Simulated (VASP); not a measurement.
# LaY4F (F-43m) in VASP: single point with PBE

Aim: the single point of LaY4F with PBE.

All numbers are computed with VASP 6.6.1; they aren't measurements. Logs are shortened: lines on timing, memory, paths and dates and some standing lists are left out, and cuts for length are marked.

## 1. The cell of the first run

It takes space group F-43m (No. 216, cubic). The conventional cell has a = 8.059 Å, b = 8.059 Å, c = 8.059 Å, α = 90.00°, β = 90.00°, γ = 90.00°. La (site symmetry -43m) has 12 Y at 3.35 Å and 4 F at 3.49 Å within 4.4 Å. Within 3.7 Å of Y (site symmetry 3m) lie 6 Y at 2.81 to 2.89 Å and 3 F at 3.34 Å and 3 La at 3.35 Å. Within 4.4 Å of F (site symmetry -43m) lie 12 Y at 3.34 Å and 4 La at 3.49 Å.

## 2. Single point, PBE

Input file INCAR:

```
  ALGO = Normal
  EDIFF = 1E-7
  ENCUT = 520
  GGA = PE
  ISIF = 2
  ISMEAR = 0
  LASPH = T
  LCHARG = F
  LREAL = F
  LWAVE = F
  NBANDS = 40
  NELM = 60
  PREC = Accurate
  SIGMA = 0.1
```

Input file KPOINTS:

```
k-points
0
Gamma
  4 4 4
```

Input file POSCAR:

```
LaY4F
1.0
    0.0000000000      4.0297397900      4.0297397900
    4.0297397900      0.0000000000      4.0297397900
    4.0297397900      4.0297397900      0.0000000000
La Y F
1 4 1
Direct
    0.5000000000      0.5000000000      0.5000000000
    0.8769079000      0.3692763100      0.8769079000
    0.8769079000      0.8769079000      0.3692763100
    0.8769079000      0.8769079000      0.8769079000
    0.3692763100      0.8769079000      0.8769079000
    0.2500000000      0.2500000000      0.2500000000
```

Potentials or basis: VASP PAW PBE potentials, release 64 (La, Y_sv, F).

Run with:

```console
$ cat potpaw_PBE.64/La/POTCAR potpaw_PBE.64/Y_sv/POTCAR potpaw_PBE.64/F/POTCAR > POTCAR
$ mpirun -np 1 vasp_std > vasp.out
```

OUTCAR:

```text
EDIFF = 1E-7
   ENCUT = 520
   GGA = PE
   ISIF = 2
   ISMEAR = 0
   LASPH = T
   LREAL = F
   NELM = 60
   PREC = Accurate

 ion  position               nearest neighbor table
   1  0.500  0.500  0.500-   2 3.35   5 3.35   3 3.35   5 3.35   2 3.35   3 3.35   4 3.35   4 3.35
                             4 3.35   3 3.35   5 3.35   2 3.35
   2  0.877  0.369  0.877-   3 2.81   4 2.81   5 2.81   3 2.89   4 2.89   5 2.89   1 3.35   1 3.35
                             1 3.35
   3  0.877  0.877  0.369-   2 2.81   4 2.81   5 2.81   4 2.89   2 2.89   5 2.89   1 3.35   1 3.35
                             1 3.35
   4  0.877  0.877  0.877-   2 2.81   3 2.81   5 2.81   3 2.89   2 2.89   5 2.89   1 3.35   1 3.35
                             1 3.35
   5  0.369  0.877  0.877-   2 2.81   3 2.81   4 2.81   4 2.89   3 2.89   2 2.89   1 3.35   1 3.35
                             1 3.35
   6  0.250  0.250  0.250-

  LATTYP: Found a face centered cubic cell.
 ALAT       =     8.0594795800

  Lattice vectors:

 A1 = (   0.0000000000,   4.0297397900,   4.0297397900)
 A2 = (   4.0297397900,   0.0000000000,   4.0297397900)
 A3 = (   4.0297397900,   4.0297397900,   0.0000000000)

Analysis of symmetry for initial positions (statically):
=====================================================================
 Subroutine PRICEL returns:
 Original cell was already a primitive cell.

 Routine SETGRP: Setting up the symmetry group for a
 face centered cubic supercell.

 Subroutine GETGRP returns: Found 24 space group operations
 (whereof 24 operations were pure point group operations)
 out of a pool of 48 trial point group operations.

The static configuration has the point symmetry T_d .

Analysis of symmetry for dynamics (positions and initial velocities):
=====================================================================
 Subroutine PRICEL returns:
 Original cell was already a primitive cell.

 Routine SETGRP: Setting up the symmetry group for a
 face centered cubic supercell.

 Subroutine GETGRP returns: Found 24 space group operations
 (whereof 24 operations were pure point group operations)
 out of a pool of 48 trial point group operations.

The dynamic configuration has the point symmetry T_d .

 Subroutine INISYM returns: Found 24 space group operations
 (whereof 24 operations are pure point group operations),
 and found     1 'primitive' translations

----------------------------------------------------------------------------------------

                                     Primitive cell

  volume of cell :     130.8763

  direct lattice vectors                    reciprocal lattice vectors
     0.000000000  4.029739790  4.029739790    -0.124077490  0.124077490  0.124077490
     4.029739790  0.000000000  4.029739790     0.124077490 -0.124077490  0.124077490
     4.029739790  4.029739790  0.000000000     0.124077490  0.124077490 -0.124077490

  length of vectors
     5.698912664  5.698912664  5.698912664     0.214908517  0.214908517  0.214908517

  position of ions in fractional coordinates (direct lattice)
     0.500000000  0.500000000  0.500000000
     0.876907900  0.369276310  0.876907900
     0.876907900  0.876907900  0.369276310
     0.876907900  0.876907900  0.876907900
     0.369276310  0.876907900  0.876907900
     0.250000000  0.250000000  0.250000000

  ion indices of the primitive-cell ions
   primitive index   ion index
                 1           1
                 2           2
                 3           3
                 4           4
                 5           5
                 6           6

----------------------------------------------------------------------------------------

 KPOINTS: k-points

Automatic generation of k-mesh.
 Grid dimensions read from file:
 generate k-points for:    4    4    4

 Generating k-lattice:

  Cartesian coordinates                     Fractional coordinates (reciprocal lattice)
    -0.031019373  0.031019373  0.031019373     0.250000000  0.000000000  0.000000000
     0.031019373 -0.031019373  0.031019373     0.000000000  0.250000000  0.000000000
     0.031019373  0.031019373 -0.031019373     0.000000000  0.000000000  0.250000000

  Length of vectors
     0.053727129  0.053727129  0.053727129

  Shift w.r.t. Gamma in fractional coordinates (k-lattice)
     0.000000000  0.000000000  0.000000000

 Subroutine IBZKPT returns following result:
 ===========================================

 Found      8 irreducible k-points:

 Following reciprocal coordinates:
            Coordinates               Weight
  0.000000  0.000000  0.000000      1.000000
  0.250000  0.000000  0.000000      8.000000
  0.500000  0.000000  0.000000      4.000000
  0.250000  0.250000  0.000000      6.000000
  0.500000  0.250000  0.000000     24.000000
 -0.250000  0.250000  0.000000     12.000000
  0.500000  0.500000  0.000000      3.000000
 -0.250000  0.500000  0.250000      6.000000
   k-points           NKPTS =      8   k-points in BZ     NKDIM =      8   number of bands    NBANDS=     40
   number of dos      NEDOS =    301   number of ions     NIONS =      6
   total plane-waves  NPLWV =  74088
   dimension x,y,z NGX =    42 NGY =   42 NGZ =   42
   dimension x,y,z NGXF=    84 NGYF=   84 NGZF=   84
   ions per type =               1   4   1
   NGX,Y,Z   is equivalent  to a cutoff of  12.25, 12.25, 12.25 a.u.
   NGXF,Y,Z  is equivalent  to a cutoff of  24.50, 24.50, 24.50 a.u.
 SYSTEM =  unknown system
   PREC   = accura    normal or accurate (medium, high low for compatibility)
   ISTART =      0    job   : 0-new  1-cont  2-samecut
   ICHARG =      2    charge: 1-file 2-atom 10-const
   ISPIN  =      1    spin polarized calculation?
   LNONCOLLINEAR =      F non collinear calculations
   LSORBIT =      F    spin-orbit coupling
   LASPH  =      T    aspherical Exc in radial PAW
   ENCUT  =  520.0 eV  38.22 Ry    6.18 a.u.  10.60 10.60 10.60*2*pi/ulx,y,z
   NELM   =     60;   NELMIN=  2; NELMDL= -5     # of ELM steps
   EDIFF  = 0.1E-06   stopping-criterion for ELM
   LREAL  =      F    real-space projection
   EDIFFG = 0.1E-05   stopping-criterion for IOM
   NSW    =      0    number of steps for IOM
   IBRION =     -1    ionic relax: 0-MD 1-quasi-New 2-CG
   NFREE  =      0    steps in history (QN), initial steepest desc. (CG)
   ISIF   =      2    stress and relaxation
   ISYM   =      2    0-nonsym 1-usesym 2-fastsym
   POTIM  = 0.5000    time-step for ionic-motion
   TEBEG  =    0.0;   TEEND  =   0.0 temperature during run
   PSTRESS=    0.0 pullay stress
   NELECT =      62.0000    total number of electrons
   NUPDOWN=      -1.0000    fix difference up-down
   EMIN   =  10.00;   EMAX   =-10.00  energy-range for DOS
   EFERMI =   0.00;   METHOD = LEGACY
   ISMEAR =     0;   SIGMA  =   0.10  broadening in eV -4-tet -1-fermi 0-gaus
   EFERMI_NEDOS =   21; number of points for ismear=-14 and -15
   IALGO  =     38    algorithm
   IMIX   =      4    mixing-type and parameters
     AMIX     =   0.40;   BMIX     =  1.00
     AMIX_MAG =   1.60;   BMIX_MAG =  1.00
  volume/ion in A,a.u.               =      21.81       147.20
  Fermi-wavevector in a.u.,A,eV,Ry     =   1.276199  2.411666 22.159589  1.628684
  Thomas-Fermi vector in A             =   2.408868
   LORBIT       =      0    0 simple, 1 ext, 2 COOP (PROOUT), +10 PAW based schemes
   GGA     = PE    functional components
   LHFCALC =     F    Hartree Fock is set to
   AEXX    =    0.0000 exact exchange contribution
   IVDW    =     0    specifies the selected vdW correction
   LEPSILON=     F    determine dielectric tensor
   LRPA    =     F    only Hartree local field effects (RPA)
 non-spin polarized calculation
 Gauss-broadening in eV      SIGMA  =   0.10
  energy-cutoff  :      520.00
  volume of cell :      130.88
 maximum number of plane-waves:      3543
   NGX = 21   NGY = 21   NGZ = 21

 number of electron      61.9999996 magnetization

 Free energy of the ion-electron system (eV)
  ---------------------------------------------------
  ext. energy  EPLUGINS =         0.00000000
  ---------------------------------------------------
  free energy    TOTEN  =       -27.27804671 eV

  energy without entropy =      -27.25810837  energy(sigma->0) =      -27.26807754

 E-fermi :   5.8058     XC(G=0): -10.6261

 val. band max:        5.7416100988   @ k =  -0.2500   0.2500   0.0000
 cond. band min:       5.8996220182   @ k =   0.2500   0.2500   0.0000
 fundamental gap:      0.1580119194
 Fermi energy:         5.8057933429

 k-point     1 :       0.0000    0.0000    0.0000
  band No.  band energies     occupation
      1     -36.6099      2.00000
      2     -36.0162      2.00000
      3     -36.0162      2.00000
      4     -36.0162      2.00000
      5     -26.1697      2.00000
      6     -18.5624      2.00000
[... 32 lines left out ...]
     39       8.3387      0.00000
     40       8.4638      0.00000

 k-point     2 :       0.2500    0.0000    0.0000
  band No.  band energies     occupation
      1     -36.5530      2.00000
      2     -36.0805      2.00000
      3     -36.0167      2.00000
      4     -36.0167      2.00000
      5     -26.1730      2.00000
      6     -18.3231      2.00000
[... 32 lines left out ...]
     39       8.1448      0.00000
     40       8.3839      0.00000

 k-point     3 :       0.5000    0.0000    0.0000
  band No.  band energies     occupation
      1     -36.4740      2.00000
      2     -36.1669      2.00000
      3     -36.0171      2.00000
      4     -36.0171      2.00000
      5     -26.1762      2.00000
      6     -18.0544      2.00000
[... 165 lines left out ...]
  band No.  band energies     occupation
      1     -36.3736      2.00000
      2     -36.2708      2.00000
      3     -36.0182      2.00000
      4     -36.0182      2.00000
      5     -26.1789      2.00000
      6     -17.5730      2.00000
[... 32 lines left out ...]
     39       7.6105      0.00000
     40       7.7091      0.00000

 k-point     8 :      -0.2500    0.5000    0.2500
  band No.  band energies     occupation
      1     -36.3735      2.00000
      2     -36.2708      2.00000
      3     -36.0183      2.00000
      4     -36.0182      2.00000
      5     -26.1787      2.00000
      6     -17.5403      2.00000
[... 32 lines left out ...]
     39       7.6942      0.00000
     40       7.7911      0.00000

------------------------ aborting loop because EDIFF is reached ----------------------------------------

  FORCE on cell =-STRESS in cart. coord.  units (eV):
  Direction    XX          YY          ZZ          XY          YZ          ZX
  --------------------------------------------------------------------------------------
  -------------------------------------------------------------------------------------
  Total       18.1602907     18.1602907     18.1602907      0.0000000      0.0000000      0.0000000
  in kB      222.3168462    222.3168462    222.3168462      0.0000000      0.0000000      0.0000000
  external PRESSURE =     222.3168462 kB  Pullay stress =       0.0000000 kB

 VOLUME and BASIS-vectors are now :
 -----------------------------------------------------------------------------
  energy-cutoff  :      520.00
  volume of cell :      130.88
      direct lattice vectors                 reciprocal lattice vectors
     0.000000000  4.029739790  4.029739790    -0.124077490  0.124077490  0.124077490
     4.029739790  0.000000000  4.029739790     0.124077490 -0.124077490  0.124077490
     4.029739790  4.029739790  0.000000000     0.124077490  0.124077490 -0.124077490

 POSITION                                       TOTAL-FORCE (eV/Angst)
 -----------------------------------------------------------------------------------
      4.02974      4.02974      4.02974        -0.000000     -0.000000     -0.000000
      5.02180      7.06742      5.02180         0.450240     -0.450240      0.450240
      5.02180      5.02180      7.06742         0.450240      0.450240     -0.450240
      7.06742      7.06742      7.06742        -0.450240     -0.450240     -0.450240
      7.06742      5.02180      5.02180        -0.450240      0.450240      0.450240
      2.01487      2.01487      2.01487        -0.000000     -0.000000     -0.000000
 -----------------------------------------------------------------------------------
    total drift:                               -0.000057     -0.000057     -0.000057

  FREE ENERGIE OF THE ION-ELECTRON SYSTEM (eV)
  ---------------------------------------------------
  free  energy   TOTEN  =       -27.2780467109 eV

  energy  without entropy=      -27.2581083725  energy(sigma->0) =      -27.26807754
```

Run time: 2.5 min. Hardware: 1 thread of AMD EPYC 7R43 (Zen 3), shared host; peak memory 0.24 GiB.

What came out:

* Free energy: -27.2780 eV
* Pressure: 22.2 GPa
* Largest force: 0.780 eV/Å
* Band gap on the k mesh: zero (band 31 reaches 5.92 eV, above the bottom of band 32 at 5.52 eV)

Forces on the atoms (eV/Å):
```
La   0.000  0.000  0.000
Y    0.450 -0.450  0.450
Y    0.450  0.450 -0.450
Y   -0.450 -0.450 -0.450
Y   -0.450  0.450  0.450
F    0.000  0.000  0.000
```

Levels at points of the mesh, in eV from the Fermi level:
```
           k point  band 29  band 30  band 31  band 32  band 33  band 34
(0.00, 0.00, 0.00)    -1.85    -0.17    -0.17     0.18     0.18     0.18
(0.50, 0.00, 0.00)    -0.74    -0.31    -0.28    -0.28     0.85     0.85
(0.50, 0.50, 0.00)    -0.38    -0.25    -0.18     0.21     0.51     1.09
```

Caveat: spin-orbit coupling is left out, which moves the levels of the heavy elements.
